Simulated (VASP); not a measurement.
Set up this calculation in VASP 6.6.1, as the native input.

| Property | Result |
| --- | --- |
| Task | single point |
| Functional | PBE |
| Potentials or basis | VASP PAW PBE potentials, release 64 (Hf_pv, O) |
| Cutoff | 520 eV |
| k mesh | 8 × 8 × 8 |
| Occupations | gaussian, width 0.05 eV |
| Spin | no spin polarisation |
| Dipole correction | no |
| Further INCAR settings | ALGO = Normal; EDIFF = 1e-07; NBANDS = 18 |

The structure of HfO2 lies in POSCAR:

```
HfO2
1.0
    0.0000000000      2.5143397800      2.5143397800
    2.5143397800      0.0000000000      2.5143397800
    2.5143397800      2.5143397800      0.0000000000
Hf O
1 2
Direct
    0.0000000000      0.0000000000      0.0000000000
    0.2500000000      0.2500000000      0.2500000000
    0.7500000000      0.7500000000      0.7500000000
```

This cell differs from its parent crystal: volume scaled by 0.960.

One way to write it, as run:

INCAR

```
PREC = Accurate
ENCUT = 520
EDIFF = 1E-7
ISMEAR = 0
SIGMA = 0.05
LREAL = F
LASPH = T
NELM = 100
ALGO = Normal
ISIF = 2
LWAVE = F
LCHARG = F
GGA = PE
NBANDS = 18
```

KPOINTS

```
regular mesh
0
Gamma
  8 8 8
```

Potentials or basis: VASP PAW PBE potentials, release 64 (Hf_pv, O).

Launch:

```sh
$ cat potpaw_PBE.64/Hf_pv/POTCAR potpaw_PBE.64/O/POTCAR > POTCAR
$ mpirun -np 1 vasp_std > vasp.out
```

Results of the run:

```json
{
 "Pressure": "6.9 GPa",
 "Band gap on the k mesh": "3.87 eV, direct"
}
```

Caveat: spin-orbit coupling is left out, which moves the levels of the heavy elements.

It took 18 s on 1 thread of Intel Xeon 6975P-C, with other jobs on the host, peak memory 0.16 GiB.
